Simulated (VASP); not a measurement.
# MnO (Fm-3m) in VASP: notebook

The runs below take MnO through single point, with PBE, BLYP+D3(BJ).

All numbers are computed with VASP 6.6.1; they aren't measurements. Logs are shortened: lines on timing, memory, paths and dates and some standing lists are left out, and cuts for length are marked.

## 1. The cell of the first run

It takes space group Fm-3m (No. 225, cubic). The conventional cell has a = 4.448 Å, b = 4.448 Å, c = 4.448 Å, α = 90.00°, β = 90.00°, γ = 90.00°. Within 2.9 Å of Mn (site symmetry m-3m) lie 6 O at 2.22 Å. O (site symmetry m-3m) has 6 Mn at 2.22 Å within 2.9 Å.

## 2. Single point, PBE, collinear spin, ferromagnetic start

The input, INCAR:

```
PREC = Accurate
ENCUT = 520
EDIFF = 1E-6
ISMEAR = 0
SIGMA = 0.018000000000000002
LREAL = False
LASPH = True
NELM = 150
ALGO = Normal
ISIF = 2
LWAVE = False
LCHARG = True
ISPIN = 2
MAGMOM = 4 0
LORBIT = 11
LMAXMIX = 4
GGA = PE
LELF = True
LVHAR = True
NBANDS = 20
```

The input, KPOINTS:

```
Automatic mesh
0
Gamma
  10 10 10
```

The input, POSCAR:

```
MnO
1.0
    0.0000000000      2.2239077028      2.2239077028
    2.2239077028      0.0000000000      2.2239077028
    2.2239077028      2.2239077028      0.0000000000
Mn O
1 1
Direct
    0.0000000000      0.0000000000      0.0000000000
    0.5000000000      0.5000000000      0.5000000000
```

Potentials or basis: VASP PAW PBE potentials, release 64 (Mn_pv, O).

The run is started by

```sh
$ cat potpaw_PBE.64/Mn_pv/POTCAR potpaw_PBE.64/O/POTCAR > POTCAR
$ mpirun -np 1 vasp_std > vasp.out
```

OUTCAR:

```text
PREC = Accurate
   ENCUT = 520
   EDIFF = 1E-6
   ISMEAR = 0
   LREAL = False
   LASPH = True
   NELM = 150
   ISIF = 2
   ISPIN = 2
   LORBIT = 11
   GGA = PE

 ion  position               nearest neighbor table
   1  0.000  0.000  0.000-   2 2.22   2 2.22   2 2.22   2 2.22   2 2.22   2 2.22
   2  0.500  0.500  0.500-   1 2.22   1 2.22   1 2.22   1 2.22   1 2.22   1 2.22

  LATTYP: Found a face centered cubic cell.
 ALAT       =     4.4478154056

  Lattice vectors:

 A1 = (   0.0000000000,   2.2239077028,   2.2239077028)
 A2 = (   2.2239077028,   0.0000000000,   2.2239077028)
 A3 = (   2.2239077028,   2.2239077028,   0.0000000000)

Analysis of symmetry for initial positions (statically):
=====================================================================
 Subroutine PRICEL returns:
 Original cell was already a primitive cell.

 Routine SETGRP: Setting up the symmetry group for a
 face centered cubic supercell.

 Subroutine GETGRP returns: Found 48 space group operations
 (whereof 48 operations were pure point group operations)
 out of a pool of 48 trial point group operations.

The static configuration has the point symmetry O_h .

Analysis of symmetry for dynamics (positions and initial velocities):
=====================================================================
 Subroutine PRICEL returns:
 Original cell was already a primitive cell.

 Routine SETGRP: Setting up the symmetry group for a
 face centered cubic supercell.

 Subroutine GETGRP returns: Found 48 space group operations
 (whereof 48 operations were pure point group operations)
 out of a pool of 48 trial point group operations.

The dynamic configuration has the point symmetry O_h .

Analysis of structural, dynamic, and magnetic symmetry:
=====================================================================
 Subroutine PRICEL returns:
 Original cell was already a primitive cell.

 Routine SETGRP: Setting up the symmetry group for a
 face centered cubic supercell.

 Subroutine GETGRP returns: Found 48 space group operations
 (whereof 48 operations were pure point group operations)
 out of a pool of 48 trial point group operations.

The overall configuration has the point symmetry O_h .

 Subroutine INISYM returns: Found 48 space group operations
 (whereof 48 operations are pure point group operations),
 and found     1 'primitive' translations

----------------------------------------------------------------------------------------

                                     Primitive cell

  volume of cell :      21.9979
[... 112 lines left out ...]
  Thomas-Fermi vector in A             =   2.662483
   LORBIT       =     11    0 simple, 1 ext, 2 COOP (PROOUT), +10 PAW based schemes
   GGA     = PE    functional components
   LHFCALC =     F    Hartree Fock is set to
   AEXX    =    0.0000 exact exchange contribution
   IVDW    =     0    specifies the selected vdW correction
   LEPSILON=     F    determine dielectric tensor
   LRPA    =     F    only Hartree local field effects (RPA)
 spin polarized calculation
 Gauss-broadening in eV      SIGMA  =   0.02
  energy-cutoff  :      520.00
  volume of cell :       22.00
 maximum number of plane-waves:       609
   NGX = 11   NGY = 11   NGZ = 11

 number of electron      18.9999991 magnetization       4.8019954

 Free energy of the ion-electron system (eV)
  ---------------------------------------------------
  ext. energy  EPLUGINS =         0.00000000
  ---------------------------------------------------
  free energy    TOTEN  =       -16.40258216 eV

  energy without entropy =      -16.40230423  energy(sigma->0) =      -16.40244319

 E-fermi :   7.5098     XC(G=0): -11.8517

 val. band max:        7.4931778463   @ k =  -0.2000   0.2000   0.0000
 cond. band min:       7.5103788938   @ k =  -0.3000   0.1000   0.0000
 fundamental gap:      0.0172010475
 Fermi energy:         7.5098180253

 spin component 1

 k-point     1 :       0.0000    0.0000    0.0000
  band No.  band energies     occupation
      1     -42.8475      1.00000
      2     -42.8475      1.00000
      3     -42.8475      1.00000
      4     -12.7282      1.00000
      5       3.7910      1.00000
      6       3.7910      1.00000
[... 541 lines left out ...]
     19      32.2079      0.00000
     20      33.9719      0.00000

 [... further k-points ...]

 spin component 2

 k-point     1 :       0.0000    0.0000    0.0000
  band No.  band energies     occupation
      1     -38.1574      1.00000
      2     -38.1574      1.00000
      3     -38.1574      1.00000
      4     -12.2790      1.00000
      5       4.1845      1.00000
      6       4.1845      1.00000
[... 541 lines left out ...]
     19      33.2298      0.00000
     20      35.0054      0.00000

 [... further k-points ...]

------------------------ aborting loop because EDIFF is reached ----------------------------------------

  FORCE on cell =-STRESS in cart. coord.  units (eV):
  Direction    XX          YY          ZZ          XY          YZ          ZX
  --------------------------------------------------------------------------------------
  -------------------------------------------------------------------------------------
  Total        0.0516316      0.0516316      0.0516316     -0.0000000      0.0000000      0.0000000
  in kB        3.7604997      3.7604997      3.7604997     -0.0000000      0.0000000      0.0000000
  external PRESSURE =       3.7604997 kB  Pullay stress =       0.0000000 kB

 VOLUME and BASIS-vectors are now :
 -----------------------------------------------------------------------------
  energy-cutoff  :      520.00
  volume of cell :       22.00
      direct lattice vectors                 reciprocal lattice vectors
     0.000000000  2.223907703  2.223907703    -0.224829474  0.224829474  0.224829474
     2.223907703  0.000000000  2.223907703     0.224829474 -0.224829474  0.224829474
     2.223907703  2.223907703  0.000000000     0.224829474  0.224829474 -0.224829474

 POSITION                                       TOTAL-FORCE (eV/Angst)
 -----------------------------------------------------------------------------------
      0.00000      0.00000      0.00000         0.000000      0.000000     -0.000000
      2.22391      2.22391      2.22391        -0.000000     -0.000000      0.000000
 -----------------------------------------------------------------------------------
    total drift:                                0.000000     -0.000000     -0.000000

  FREE ENERGIE OF THE ION-ELECTRON SYSTEM (eV)
  ---------------------------------------------------
  free  energy   TOTEN  =       -16.4025821611 eV

  energy  without entropy=      -16.4023042274  energy(sigma->0) =      -16.40244319

 total charge

# of ion       s       p       d       tot
------------------------------------------
    1        0.202   6.176   4.974  11.353
    2        1.561   3.416   0.000   4.977
--------------------------------------------------
tot          1.763   9.592   4.974  16.329

 magnetization (x)

# of ion       s       p       d       tot
------------------------------------------
    1        0.034   0.026   4.295   4.355
    2        0.030   0.176   0.000   0.206
--------------------------------------------------
tot          0.064   0.202   4.295   4.561
```

stdout:

```text
POSCAR found type information on POSCAR MnO
 POSCAR found :  2 types and       2 ions
 scaLAPACK will be used
 LDA part: xc-table for (Slater+PW92), standard interpolation
 POSCAR, INCAR and KPOINTS ok, starting setup
 FFT: planning ... GRIDC
 FFT: planning ... GRID_SOFT
 FFT: planning ... GRID
 WAVECAR not read
 entering main loop
```

Run time: 61 s. Hardware: 1 thread of Intel Xeon 8259CL, shared host; peak memory 0.16 GiB.

Results:

```
Free energy                                           : -16.4026 eV
Pressure                                              : 0.4 GPa
Net moment                                            : 4.80 μB per cell
Site moments                                          : Mn +4.36; O +0.21 μB
Valence electrons inside the program's atomic spheres : Mn 11.35; O 4.98
```

Levels at points of the mesh, in eV from the Fermi level:
Spin up:
| k point | band 8 | band 9 | band 10 | band 11 | band 12 | band 13 | band 14 | band 15 | band 16 | band 17 |
| --- | --- | --- | --- | --- | --- | --- | --- | --- | --- | --- |
| (0.00, 0.00, 0.00) | -3.20 | -3.20 | -3.20 | -2.68 | -2.68 | -0.51 | 13.97 | 16.34 | 16.34 | 16.34 |
| (0.50, 0.00, 0.00) | -2.31 | -2.31 | -1.87 | 0.22 | 0.22 | 3.49 | 7.74 | 11.88 | 11.88 | 18.46 |
| (0.50, 0.50, 0.00) | -4.20 | -2.25 | -2.04 | -2.04 | -1.91 | 5.02 | 7.83 | 10.41 | 13.65 | 13.65 |
Spin down:
| k point | band 4 | band 5 | band 6 | band 7 | band 8 | band 9 | band 10 | band 11 |
| --- | --- | --- | --- | --- | --- | --- | --- | --- |
| (0.00, 0.00, 0.00) | -19.79 | -3.33 | -3.33 | -3.33 | 0.78 | 0.78 | 0.78 | 0.82 |
| (0.50, 0.00, 0.00) | -18.83 | -7.33 | -4.81 | -4.81 | 1.96 | 2.01 | 2.01 | 3.67 |
| (0.50, 0.50, 0.00) | -18.87 | -6.38 | -4.30 | -4.30 | -0.79 | 1.99 | 2.19 | 2.44 |

Caveat: a cell with one magnetic atom can't hold antiferromagnetic order, which such compounds often take; semilocal functionals often make such compounds metallic where correlation or magnetic order opens a gap, which also shifts bond lengths. With open d or f shells a metallic result of PBE can be an artefact of self-interaction; +U or a hybrid may open a gap.

## 3. Single point, BLYP+D3(BJ), collinear spin, ferromagnetic start

This run uses another cell than the first one, of 11.05 Å³/atom.

The input, INCAR:

```
SYSTEM = MnO
PREC = Accurate
ENCUT = 520
EDIFF = 1E-6
ISMEAR = -1
SIGMA = 0.05
LREAL = .FALSE.
LASPH = .TRUE.
NELM = 150
ALGO = Normal
ISIF = 2
LWAVE = .FALSE.
LCHARG = .TRUE.
ISPIN = 2
MAGMOM = 4 0
LORBIT = 11
LMAXMIX = 4
GGA = B5
ALDAX = 1.0
AGGAX = 1.0
AGGAC = 1.0
ALDAC = 0.0
IVDW = 12
VDW_S6 = 1.0
VDW_S8 = 2.6996
VDW_A1 = 0.4298
VDW_A2 = 4.2359
LELF = .TRUE.
LVHAR = .TRUE.
NBANDS = 20
```

The input, KPOINTS:

```
regular mesh
0
G
  10 10 10
  0 0 0
```

The input, POSCAR:

```
MnO
1.0
    0.0000000000      2.2271716877      2.2271716877
    2.2271716877      0.0000000000      2.2271716877
    2.2271716877      2.2271716877      0.0000000000
Mn O
1 1
Direct
    0.0000000000      0.0000000000      0.0000000000
    0.5000000000      0.5000000000      0.5000000000
```

Potentials or basis: VASP PAW PBE potentials, release 64 (Mn_pv, O).

The run is started by

```sh
$ cat potpaw_PBE.64/Mn_pv/POTCAR potpaw_PBE.64/O/POTCAR > POTCAR
$ mpirun -np 1 vasp_std > vasp.out
```

OUTCAR:

```text
SYSTEM = MnO
   PREC = Accurate
   ENCUT = 520
   EDIFF = 1E-6
   ISMEAR = -1
   LREAL = .FALSE.
   LASPH = .TRUE.
   NELM = 150
   ISIF = 2
   ISPIN = 2
   LORBIT = 11
   GGA = B5
   IVDW = 12
 IVDW          = 12

 ion  position               nearest neighbor table
   1  0.000  0.000  0.000-   2 2.23   2 2.23   2 2.23   2 2.23   2 2.23   2 2.23
   2  0.500  0.500  0.500-   1 2.23   1 2.23   1 2.23   1 2.23   1 2.23   1 2.23

  LATTYP: Found a face centered cubic cell.
 ALAT       =     4.4543433754

  Lattice vectors:

 A1 = (   0.0000000000,   2.2271716877,   2.2271716877)
 A2 = (   2.2271716877,   0.0000000000,   2.2271716877)
 A3 = (   2.2271716877,   2.2271716877,   0.0000000000)

Analysis of symmetry for initial positions (statically):
=====================================================================
 Subroutine PRICEL returns:
 Original cell was already a primitive cell.

 Routine SETGRP: Setting up the symmetry group for a
 face centered cubic supercell.

 Subroutine GETGRP returns: Found 48 space group operations
 (whereof 48 operations were pure point group operations)
 out of a pool of 48 trial point group operations.
[... 1292 lines left out ...]

 [... further k-points ...]

------------------------ aborting loop because EDIFF is reached ----------------------------------------

 Edisp (eV)   -1.35513

 E8    (eV) :    -0.9639

  FORCE on cell =-STRESS in cart. coord.  units (eV):
  Direction    XX          YY          ZZ          XY          YZ          ZX
  --------------------------------------------------------------------------------------
  -------------------------------------------------------------------------------------
  Total       0.02722     0.02722     0.02722     0.00000     0.00000     0.00000
  in kB       1.97399     1.97399     1.97399     0.00000     0.00000     0.00000
  external pressure =        1.97 kB  Pullay stress =        0.00 kB

 VOLUME and BASIS-vectors are now :
 -----------------------------------------------------------------------------
  energy-cutoff  :      520.00
  volume of cell :       22.09
      direct lattice vectors                 reciprocal lattice vectors
     0.000000000  2.227171688  2.227171688    -0.224499980  0.224499980  0.224499980
     2.227171688  0.000000000  2.227171688     0.224499980 -0.224499980  0.224499980
     2.227171688  2.227171688  0.000000000     0.224499980  0.224499980 -0.224499980

 POSITION                                       TOTAL-FORCE (eV/Angst)
 -----------------------------------------------------------------------------------
      0.00000      0.00000      0.00000        -0.000000      0.000000     -0.000000
      2.22717      2.22717      2.22717         0.000000     -0.000000      0.000000
 -----------------------------------------------------------------------------------
    total drift:                                0.000000     -0.000000     -0.000000

  FREE ENERGIE OF THE ION-ELECTRON SYSTEM (eV)
  ---------------------------------------------------
  free  energy   TOTEN  =       -16.6480095687 eV

  energy  without entropy=      -16.6373462137  energy(sigma->0) =      -16.64267789

 total charge

# of ion       s       p       d       tot
------------------------------------------
    1        0.199   6.173   5.008  11.381
    2        1.552   3.432   0.000   4.984
--------------------------------------------------
tot          1.752   9.606   5.008  16.365

 magnetization (x)

# of ion       s       p       d       tot
------------------------------------------
    1        0.026   0.018   4.239   4.283
    2        0.030   0.199   0.000   0.229
--------------------------------------------------
tot          0.056   0.216   4.239   4.512
```

OSZICAR:

```text
N       E                     dE             d eps       ncg     rms          rms(c)
DAV:   1     0.174750218518E+03    0.17475E+03   -0.10283E+04  3776   0.112E+03
DAV:   2    -0.906059151290E+01   -0.18381E+03   -0.17117E+03  3832   0.330E+02
DAV:   3    -0.178342618886E+02   -0.87737E+01   -0.86795E+01  4292   0.776E+01
DAV:   4    -0.179009064155E+02   -0.66645E-01   -0.66628E-01  4296   0.698E+00
DAV:   5    -0.179014794428E+02   -0.57303E-03   -0.57301E-03  4232   0.649E-01    0.141E+01
DAV:   6    -0.156355749993E+02    0.22659E+01   -0.10033E+01  5196   0.338E+01    0.125E+01
DAV:   7    -0.153063836183E+02    0.32919E+00   -0.13621E+00  4396   0.169E+01    0.750E+00
DAV:   8    -0.153031496661E+02    0.32340E-02   -0.12999E-01  4132   0.270E+00    0.466E+00
DAV:   9    -0.152902177558E+02    0.12932E-01   -0.50388E-02  4192   0.243E+00    0.163E+00
DAV:  10    -0.152927143639E+02   -0.24966E-02   -0.14347E-02  3988   0.149E+00    0.217E-01
DAV:  11    -0.152928196713E+02   -0.10531E-03   -0.20283E-03  4256   0.336E-01    0.798E-02
DAV:  12    -0.152928578934E+02   -0.38222E-04   -0.34670E-05  4180   0.531E-02    0.428E-02
DAV:  13    -0.152928715533E+02   -0.13660E-04   -0.13520E-05  4128   0.312E-02    0.332E-02
DAV:  14    -0.152928802998E+02   -0.87464E-05   -0.51879E-06  4108   0.197E-02    0.786E-03
DAV:  15    -0.152928805868E+02   -0.28699E-06   -0.29922E-07  2804   0.437E-03
   1 F= -.16648010E+02 E0= -.16642678E+02  d E =-.106634E-01  mag=     4.7217
```

stdout:

```text
POSCAR found type information on POSCAR MnO
 POSCAR found :  2 types and       2 ions
 scaLAPACK will be used
 -----------------------------------------------------------------------------
|                                                                             |
|                                                                             |
|     You enforced a specific xc type in the INCAR file but a different       |
|     I HOPE YOU KNOW WHAT YOU ARE DOING!                                     |
|                                                                             |
 -----------------------------------------------------------------------------

 LDA part: xc-table for (Slater(with rela. corr.)+VWN5), standard interpolation
 POSCAR, INCAR and KPOINTS ok, starting setup
 FFT: planning ... GRIDC
 FFT: planning ... GRID_SOFT
 FFT: planning ... GRID
 WAVECAR not read
 entering main loop
```

Run time: 74 s. Hardware: 1 thread of Intel Xeon 8259CL, shared host; peak memory 0.17 GiB.

What came out:

```yaml
Free_energy: -16.6480 eV
Pressure: 0.2 GPa
Net_moment: 4.72 μB per cell
Site_moments: Mn +4.28; O +0.23 μB
Valence_electrons_inside_the_program's_atomic_spheres: Mn 11.38; O 4.98
Dispersion_energy_per_atom: -0.678 eV
```

Caveat: the PAW data sets were made with another functional, which shifts forces and pressure a little; a cell with one magnetic atom can't hold antiferromagnetic order, which such compounds often take; semilocal functionals often make such compounds metallic where correlation or magnetic order opens a gap, which also shifts bond lengths. With open d or f shells a metallic result of BLYP can be an artefact of self-interaction; +U or a hybrid may open a gap.
